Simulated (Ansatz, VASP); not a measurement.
One calculation of SiO, two programs

```
Si O
1.0
     2.80697    0.00000    0.00000
     0.00000    2.80697    0.00000
     0.00000    0.00000    2.80697
Si O
1 1
Direct
  0.00000 0.00000 0.00000
  0.50000 0.50000 0.50000
```

Alike in both runs: task relaxation of cell and atoms; functional PBEsol-based screened hybrid; k mesh 5 × 5 × 5; occupations fermi-dirac, width 0.05 eV; no spin polarisation.

|  | VASP | Ansatz |
| --- | --- | --- |
| version | VASP 6.6.1 | Ansatz 0.2.0 |
| potentials or method | VASP PAW PBE potentials, release 64 (Si, O) | Ansatz PAW |
| plane-wave cutoff (eV) | 600 | 420 |
| valence electrons in the cell | 10 | 10 |

```tsv
	VASP	Ansatz	Ansatz less VASP
gap on the k mesh at the Fermi level, each at its own relaxed structure (eV)	0.84	0.86	+0.013
relaxed volume (Å³/atom)	10.69	10.70	+0.008
relaxed cell length with the largest relative difference (Å)	2.776	2.776	+0.0007
```

VASP's potentials were made for PBE, not for PBEsol-based screened hybrid.

The k mesh is coarse, so the values compare programs but aren't converged. Noted on Ansatz's run: odd divisions of the mesh miss points on the zone boundary, where band edges often lie, so the gap on the mesh can be too wide; the plane-wave basis is chosen anew once the cell has moved, so the energies of steps on either side of that aren't comparable.
